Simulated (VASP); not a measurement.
Write the native input for VASP 6.6.1 that does the following.

```
Task                   : single point
Functional             : LDA
Potentials or basis    : VASP PAW LDA potentials, release 64 (Zn)
Cutoff                 : 520 eV
k mesh                 : 17 × 17 × 17
Occupations            : fermi-dirac, width 0.1 eV
Spin                   : no spin polarisation
Dipole correction      : no
Further INCAR settings : ALGO = Normal; EDIFF = 1e-07; NBANDS = 12
```

The structure of Zn lies in POSCAR:

```
Zn
1.0
    0.0000000000      1.9036393406      1.9036393406
    1.9036393406      0.0000000000      1.9036393406
    1.9036393406      1.9036393406      0.0000000000
Zn
1
Direct
    0.0000000000      0.0000000000      0.0000000000
```

The input as run:

INCAR

```
PREC = Accurate
ENCUT = 520
EDIFF = 1E-7
ISMEAR = -1
SIGMA = 0.1
LREAL = F
LASPH = T
NELM = 60
ALGO = Normal
ISIF = 2
LWAVE = F
LCHARG = F
NBANDS = 12
```

KPOINTS

```
Automatic mesh
0
Gamma
  17 17 17
```

Potentials or basis: VASP PAW LDA potentials, release 64 (Zn).

Command:

```sh
$ cat potpaw_LDA.64/Zn/POTCAR > POTCAR
$ mpirun -np 1 vasp_std > vasp.out
```

It gave:

| Item | Value |
| --- | --- |
| Pressure | -1.1 GPa |
| Band gap on the k mesh | zero (band 6 reaches 4.90 eV, above the bottom of band 7 at 2.41 eV) |

Run time: 35 s on 1 thread of Intel Xeon 8259CL (shared host), peak memory 0.14 GiB.
